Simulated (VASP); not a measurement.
Runs of VASP 6.6.1 on Mg2C. The structure is that of space group Fm-3m (No. 225), or close to it. The cells are those of the table. 

| task | level | potentials or basis | cell | k mesh | cutoff (eV) | smearing | grid for exact exchange (PRECFOCK) | share of exact exchange | screening parameter | gap on the mesh (eV) | pressure (GPa) | relaxed volume (Å³/atom) |
| --- | --- | --- | --- | --- | --- | --- | --- | --- | --- | --- | --- | --- |
| single point | HSE06 | VASP PAW PBE potentials, release 64 (C, Mg) | a = 3.834 Å, angles 60.0°, 3 atoms | 6 × 6 × 6 | 520 | gaussian 0.01 eV | Normal | 0.25 | 0.2079 1/Å | 1.39 | -0.6 | - |
| single point | r2SCAN | VASP PAW PBE potentials, release 64 (C, Mg) | a = 3.834 Å, angles 60.0°, 3 atoms | 8 × 8 × 8 | 520 | fermi-dirac 0.02 eV | - | - | - | 1.11 | -0.4 | - |
| relaxation of cell and atoms | r2SCAN | VASP PAW PBE potentials, release 64 (C, Mg) | relaxed from a = 3.861 Å, angles 60.0°, 3 atoms | 8 × 8 × 8 | 600 | fermi-dirac 0.02 eV | - | - | - | 1.11 | 0.0 | 13.22 |
| single point | r2SCAN | VASP PAW PBE potentials, release 64 (C, Mg) | a = 3.834 Å, angles 60.0°, 3 atoms | 8 × 8 × 8 | 520 | gaussian 0.01 eV | - | - | - | 1.11 | -0.4 | - |
| dielectric tensor | r2SCAN | VASP PAW PBE potentials, release 64 (C, Mg) | a = 3.834 Å, angles 60.0°, 3 atoms | 6 × 6 × 6 | 520 | gaussian 0.01 eV | - | - | - | 1.11 | - | - |
| single point | PBE | VASP PAW PBE potentials, release 64 (C, Mg) | a = 3.834 Å, angles 60.0°, 3 atoms | 4 × 4 × 4 | 520 | gaussian 0.01 eV | - | - | - | 0.69 | (a) | - |
| single point | LDA | VASP PAW LDA potentials, release 64 (C, Mg) | a = 3.788 Å, angles 60.0°, 3 atoms | 8 × 8 × 8 | 520 | fermi-dirac 0.02 eV | - | - | - | (b) | -0.6 | - |
| relaxation of cell and atoms | LDA | VASP PAW LDA potentials, release 64 (C, Mg) | relaxed from a = 3.861 Å, angles 60.0°, 3 atoms | 8 × 8 × 8 | 600 | fermi-dirac 0.02 eV | - | - | - | 0.76 | 0.0 | 12.73 |

Alike in all rows: no spin polarisation.

Question: Estimate the missing entries.

Answer: (a) 1.6; (b) 0.75.

Caveats: some runs use coarse meshes; the structure was generated, so it needn't be the stable form of Mg2C; the PAW data sets were made with another functional, which shifts forces and pressure a little (at least some runs); semilocal functionals underestimate gaps, and a narrow one can read as zero (at least some runs).

A k mesh can miss the band edges.
